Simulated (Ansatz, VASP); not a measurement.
# MgO in VASP and in Ansatz

```
CELL_PARAMETERS angstrom
0.05073 2.15290 2.15290
2.15290 0.05073 2.15290
2.15290 2.15290 0.05073
ATOMIC_POSITIONS crystal
Mg 0.00000 0.00000 0.00000
O 0.50000 0.50000 0.50000
```

Change from the starting cell: shear_111 strain +3.6%.

Alike in both runs: task single point; functional r2SCAN; k mesh 10 × 10 × 10; no spin polarisation.

|  | VASP | Ansatz |
| --- | --- | --- |
| version | VASP 6.6.1 | Ansatz 0.2.0 |
| potentials or method | VASP PAW PBE potentials, release 64 (Mg_sv, O) | plane waves, PAW |
| plane-wave cutoff (eV) | 750 | 500 |
| occupations | gaussian, width 0.01 eV | fixed |
| valence electrons in the cell | 16 | 16 |

VASP gave:

| Quantity | Value |
| --- | --- |
| gap on the k mesh at the Fermi level (eV) | 5.24 |
| pressure (GPa) | -5.6 |
| traceless stress, the component that is largest in VASP (GPa) | -3.85 |

Problem. Which values does Ansatz return?

Solution. gap on the k mesh at the Fermi level (eV): 5.21; pressure (GPa): -5.5; traceless stress, the component that is largest in VASP (GPa): -3.75.

VASP's potentials were made for PBE, not for r2SCAN.
